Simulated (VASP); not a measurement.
Crystal: Cs2AgSbBr6.

```
Cs Ag Sb Br
1.0
     0.00000    5.68925    5.68925
     5.68925    0.00000    5.68925
     5.68925    5.68925    0.00000
Cs Ag Sb Br
2 1 1 6
Direct
  0.75000 0.75000 0.75000
  0.25000 0.25000 0.25000
  0.50000 0.50000 0.50000
  0.00000 0.00000 0.00000
  0.75155 0.24845 0.24845
  0.24845 0.24845 0.75155
  0.24845 0.75155 0.75155
  0.24845 0.75155 0.24845
  0.75155 0.24845 0.75155
  0.75155 0.75155 0.24845
```

| Property | Result |
| --- | --- |
| Program | VASP 6.6.1 |
| Task | relaxation of cell and atoms |
| Functional | PBEsol |
| Potentials or basis | VASP PAW PBE potentials, release 64 (Cs_sv, Ag, Sb, Br) |
| Cutoff | 600 eV |
| k mesh | 4 × 4 × 4 |
| Occupations | gaussian, width 0.03 eV |
| Spin | no spin polarisation |

At the start: pressure -1.7 GPa; volume 36.83 Å³/atom.

**Question.** How do energy, volume and symmetry change on relaxing?

**Answer.** Over 7 steps the energy falls by 16.6 meV/atom and the volume is 34.04 Å³/atom (-7.6 %); space group Fm-3m (No. 225, to 0.1 Å) before and after.

The path:
```tsv
step	energy change (eV)	largest force (eV/Å)	pressure (GPa)	volume (Å³)
1	0.0000	0.0399	-1.68	368.29
2	-0.1364	0.2007	-0.39	348.12
3	-0.1432	0.2446	0.01	343.01
4	-0.1578	0.1465	0.02	341.66
5	-0.1656	0.0126	0.04	339.83
6	-0.1656	0.0042	0.05	339.73
7	-0.1657	0.0016	-0.01	340.44
```

Final structure:
```yaml
crystal:
  lattice:
    - [0.00000, 5.54205, 5.54205]
    - [5.54205, 0.00000, 5.54205]
    - [5.54205, 5.54205, 0.00000]
  atoms:
    - { symbol: Cs, position: [0.75000, 0.75000, 0.75000] }
    - { symbol: Cs, position: [0.25000, 0.25000, 0.25000] }
    - { symbol: Ag, position: [0.50000, 0.50000, 0.50000] }
    - { symbol: Sb, position: [0.00000, 0.00000, 0.00000] }
    - { symbol: Br, position: [0.74858, 0.25142, 0.25142] }
    - { symbol: Br, position: [0.25142, 0.25142, 0.74858] }
    - { symbol: Br, position: [0.25142, 0.74858, 0.74858] }
    - { symbol: Br, position: [0.25142, 0.74858, 0.25142] }
    - { symbol: Br, position: [0.74858, 0.25142, 0.74858] }
    - { symbol: Br, position: [0.74858, 0.74858, 0.25142] }
```

Caveat: the PAW data sets were made with another functional, which shifts forces and pressure a little.
